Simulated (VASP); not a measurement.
Al2Si: relaxation of cell and atoms with PBE

Crystal: Al2Si.

```xyz
3
Lattice="1.7533 -5.2834 0.0000 1.7533 5.2834 0.0000 0.0000 0.0000 2.7682" Properties=species:S:1:pos:R:3 pbc="T T T"
Al    1.7533    3.7473    0.0000
Al    1.7533   -3.7473    0.0000
Si    1.7533    0.0000    1.3841
```

- Program: VASP 6.6.1
- Task: relaxation of cell and atoms
- Functional: PBE
- Potentials or basis: VASP PAW PBE potentials, release 64 (Al, Si)
- Cutoff: 600 eV
- k mesh: 14 × 14 × 16
- Occupations: gaussian, width 0.1 eV
- Spin: no spin polarisation
- Dipole correction: no
- Further INCAR settings: ALGO = Fast; EDIFF = 1e-06; IBRION = 2; EDIFFG = -0.01; NSW = 100; ISIF = 3

The relaxed volume is 17.08 Å³/atom and the relaxed cell is a = 5.613 Å, b = 5.613 Å, c = 2.758 Å, α = 90.00°, β = 90.00°, γ = 143.86°. The space group after relaxing (to 0.1 Å) is Cmmm (No. 65), the energy gained by relaxing is 1.0 meV/atom and the ionic steps are 6. The pressure after relaxing is 0.0 GPa, the largest force after relaxing is 0.008 eV/Å and the band gap on the k mesh is zero (bands 5 and 6 overlap by 4.54 eV).

Forces on the atoms (eV/Å):
```
Al   0.000 -0.008  0.000
Al   0.000  0.008  0.000
Si   0.000  0.000  0.000
```

Step by step:
```csv
step,energy change (eV),largest force (eV/Å),pressure (GPa),volume (Å³)
1,0.0000,0.0668,-0.04,51.29
2,-0.0021,0.0412,-0.01,51.25
3,-0.0028,0.0215,0.03,51.22
4,-0.0028,0.0198,0.03,51.22
5,-0.0028,0.0191,0.03,51.22
6,-0.0029,0.0083,-0.03,51.25
```

Final structure:
```cif
data_structure
_symmetry_space_group_name_H-M 'P 1'
_symmetry_Int_Tables_number 1
_cell_length_a 5.6130
_cell_length_b 5.6130
_cell_length_c 2.7580
_cell_angle_alpha 90.000
_cell_angle_beta 90.000
_cell_angle_gamma 143.858
_cell_volume 51.25
loop_
_atom_site_label
_atom_site_type_symbol
_atom_site_fract_x
_atom_site_fract_y
_atom_site_fract_z
_atom_site_occupancy
Al1 Al 0.14614 0.85386 0.00000 1
Al2 Al 0.85386 0.14614 0.00000 1
Si1 Si 0.50000 0.50000 0.50000 1
```

Levels at points of the mesh, in eV from the Fermi level:
```csv
k point,band 2,band 3,band 4,band 5,band 6,band 7,band 8,band 9
"(0.00, 0.00, 0.00)",-6.41,-5.98,-1.02,1.35,1.97,3.24,5.23,6.71
"(0.50, 0.00, 0.00)",-8.27,-5.29,-5.07,-1.01,-0.12,6.41,6.69,6.91
"(0.50, 0.50, 0.00)",-8.99,-1.30,-0.97,0.01,1.60,4.25,4.70,5.43
"(0.00, 0.00, 0.50)",-7.10,-2.54,-1.96,-0.83,-0.66,2.58,4.32,5.80
"(0.50, 0.00, 0.50)",-4.82,-4.16,-2.97,-1.08,-0.62,-0.52,-0.36,3.26
"(0.50, 0.50, 0.50)",-6.64,-4.31,-4.29,2.41,3.66,3.67,3.75,3.82
```

It took 17 min on 1 thread of Oxide Virtual Turin-like Processor (shared host), peak memory 0.43 GiB.
